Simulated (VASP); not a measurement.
WSe2, 3 atoms in the cell. The cell holds a slab with vacuum, 3 atoms: a = 3.270 Å, b = 3.356 Å, c = 16.661 Å, α = 90.00°, β = 90.00°, γ = 119.15°.  This cell differs from its parent crystal: strain +0.0350 x Voigt [0, 1, 0, 0, 0, 0].

* Program: VASP 6.6.1
* Task: single point
* Functional: PBEsol
* Potentials or basis: VASP PAW PBE potentials, release 64 (W_sv, Se)
* Cutoff: 520 eV
* k mesh: 12 × 12 × 2
* Occupations: gaussian, width 0.05 eV
* Spin: no spin polarisation
* Dipole correction: no
* Further INCAR settings: ALGO = Normal; EDIFF = 1e-06; NBANDS = 20

Potentials or basis: VASP PAW PBE potentials, release 64 (W_sv, Se).

Run with:

```bash
$ cat potpaw_PBE.64/W_sv/POTCAR potpaw_PBE.64/Se/POTCAR > POTCAR
$ mpirun -np 1 vasp_std > vasp.out
```

Hardware: 1 thread of AMD EPYC 9R45 96-Core Processor (Zen 5), with other jobs on the host.

How long does it take, and how much memory?

It took 2.3 min on 1 thread of AMD EPYC 9R45 96-Core Processor (Zen 5), on a shared host, peak memory 0.42 GiB. Counts: scf iterations 20, k points 86.
